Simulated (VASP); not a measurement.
**CdTe: single point with PBE**

Crystal: CdTe.

```
Cd Te
1.0
     0.00000    3.25906    3.25906
     3.25906    0.00000    3.25906
     3.25906    3.25906    0.00000
Cd Te
1 1
Direct
  0.00000 0.00000 0.00000
  0.75000 0.75000 0.75000
```

This cell differs from its parent crystal: strain -0.015 along x and y, -0.015 along z.

* Program: VASP 6.6.1
* Task: single point
* Functional: PBE
* Potentials or basis: VASP PAW PBE potentials, release 64 (Cd, Te)
* Cutoff: 520 eV
* k mesh: 10 × 10 × 10
* Occupations: gaussian, width 0.05 eV
* Spin: no spin polarisation

The pressure is 1.9 GPa and the band gap on the k mesh is 0.72 eV.

Levels at points of the mesh, in eV from the valence-band top:
```csv
k point,band 5,band 6,band 7,band 8,band 9,band 10,band 11,band 12,band 13,band 14
"(0.00, 0.00, 0.00)",-7.98,-7.98,0.00,0.00,0.00,0.72,4.62,4.62,4.62,7.44
"(0.50, 0.00, 0.00)",-7.97,-7.64,-4.33,-0.75,-0.75,1.80,5.20,5.20,7.07,8.59
"(0.50, 0.50, 0.00)",-7.95,-7.51,-4.22,-1.81,-1.81,2.65,2.67,8.75,9.04,9.04
```

It took 70 s on 1 thread of Intel Xeon 8259CL, on a shared host, peak memory 0.23 GiB.

Caveat: the cell differs from its parent crystal (strain -0.015 along x and y, -0.015 along z); spin-orbit coupling is left out, which moves the levels of the heavy elements.
